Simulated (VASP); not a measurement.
The system is FeO.

```
Fe O
1.0
    -1.60210    1.60210    2.08339
     1.60210   -1.60210    2.08339
     1.60210    1.60210   -2.08339
Fe O
1 1
Direct
  0.00000 0.00000 0.00000
  0.50000 0.50000 0.00000
```

Base run:

```yaml
Program: VASP 6.6.1
Functional: PBE
Potentials_or_basis: VASP PAW PBE potentials, release 64 (Fe, O)
Cutoff: 520 eV
k_mesh: 10 × 10 × 10
Occupations: fermi-dirac, width 0.05 eV
Spin: collinear spin, ferromagnetic start
Starting_moments: "[3.8, 0.0] μB"
Fixed_moment: 3.8 μB
```

Its results: pressure -10.9 GPa; site moments Fe +3.48; O +0.24 μB.

Question: The run is repeated on the same cell with these changes: functional from PBE to PBEsol. What comes out?

Answer: Pressure -18.3 GPa; site moments Fe +3.47; O +0.24 μB.

PBEsol binds more tightly than PBE, so the same cell stands under less pressure.

Caveats: the cell stands under tension; the total moment is fixed, so each spin has its own Fermi level; a cell with one magnetic atom can't hold antiferromagnetic order, which such compounds often take; the PAW data sets were made with another functional, which shifts forces and pressure a little (at least some runs).
